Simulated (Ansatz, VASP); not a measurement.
**Cr: VASP beside Ansatz**

```
CELL_PARAMETERS angstrom
2.40528 0.00000 0.00000
-1.20264 2.08303 0.00000
0.00000 0.00000 8.43311
ATOMIC_POSITIONS crystal
Cr 0.00000 0.00000 0.00000
Cr 0.00000 0.00000 0.50000
Cr 0.33333 0.66667 0.25000
Cr 0.66667 0.33333 0.75000
```

Alike in both runs: task single point; functional PBEsol; k mesh 16 × 16 × 4; occupations fermi-dirac, width 0.1 eV; no spin polarisation.

|  | VASP | Ansatz |
| --- | --- | --- |
| version | VASP 6.6.1 | Ansatz 0.2.0 |
| potentials or method | VASP PAW PBE potentials, release 64 (Cr_pv), cutoff 520 eV | plane waves (420 eV) with PAW, scalar-relativistic |
| valence electrons in the cell | 48 | 56 |

Ansatz gave:

```
pressure (GPa)                                                : 25.4
traceless stress, the component that is largest in VASP (GPa) : -1.49
```

Question: Estimate VASP's values.

Answer: Pressure (GPa): 24.9; traceless stress, the component that is largest in VASP (GPa): -1.47.

VASP's potentials were made for PBE, not for PBEsol, and Ansatz warns of the same on its side. VASP's potentials hold 48 valence electrons a cell and Ansatz's 56, so a difference there can come from the potentials and not from the codes.
